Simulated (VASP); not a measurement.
The system is Cu.

```xyz
1
Lattice="0.0000 1.8075 1.8075 1.8075 0.0000 1.8075 1.8075 1.8075 0.0000" Properties=species:S:1:pos:R:3 pbc="T T T"
Cu    0.0000    0.0000    0.0000
```

```yaml
Program: VASP 6.6.1
Task: relaxation of volume and atoms at fixed shape
Functional: LDA
Potentials_or_basis: VASP PAW LDA potentials, release 64 (Cu_sv_GW)
Cutoff: 820 eV
k_mesh: 11 × 11 × 11
Occupations: fermi-dirac, width 0.05 eV
Spin: no spin polarisation
```

At the start: pressure -13.7 GPa; volume 11.81 Å³/atom.

Where does the relaxation end?

Over 3 steps the energy falls by 43.6 meV/atom and the volume is 10.88 Å³/atom (-7.9 %); space group Fm-3m (No. 225, to 0.1 Å) before and after.

The path:
```csv
step,energy change (eV),largest force (eV/Å),pressure (GPa),volume (Å³)
1,0.0000,0.0000,-13.67,11.81
2,-0.0115,0.0000,15.52,10.17
3,-0.0436,0.0000,-0.14,10.88
```

Final structure:
```
Cu
1.0
     0.00000    1.75866    1.75866
     1.75866    0.00000    1.75866
     1.75866    1.75866    0.00000
Cu
1
Direct
  0.00000 0.00000 0.00000
```
